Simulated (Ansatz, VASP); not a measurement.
## Li2Be3C2 in VASP and in Ansatz

```
Li Be C
1.0
     2.99051    0.00000    0.00000
    -1.49525    2.58986    0.00000
     0.00000    0.00000    7.47385
Li Be C
2 3 2
Direct
  0.66667 0.33333 0.83990
  0.33333 0.66667 0.16010
  0.33333 0.66667 0.69490
  0.66667 0.33333 0.30510
  0.00000 0.00000 0.00000
  0.33333 0.66667 0.56660
  0.66667 0.33333 0.43340
```

Change from the starting cell: species swapped into the Mg2H2O3 type (P-3m1, No. 164).

Alike in both runs: task single point; functional PBE; k mesh 6 × 6 × 4; occupations gaussian, width 0.1 eV; no spin polarisation.

|  | VASP | Ansatz |
| --- | --- | --- |
| version | VASP 6.6.1 | Ansatz 0.2.0 |
| potentials or method | VASP PAW PBE potentials, release 64 (Li_sv, Be, C), cutoff 520 eV | scalar-relativistic, plane waves, PAW |
| valence electrons in the cell | 20 | 20 |

```tsv
	VASP	Ansatz	Ansatz less VASP
gap on the k mesh at the Fermi level (eV)	none	none	-
rms of the force components (eV/Å)	30.822	29.779	-1.0436
```

Atom by atom the forces differ by 1.044 eV/Å (rms over components). A gap of «none» marks a metal or a gap that the smearing closes. With one functional, cell and mesh, what is left measures potentials, basis and numerics.

The k mesh is coarse, so the values compare programs but aren't converged. Noted on VASP's run: the cutoff is under 1.25 times that of the potentials, so the pressure is a little rough.
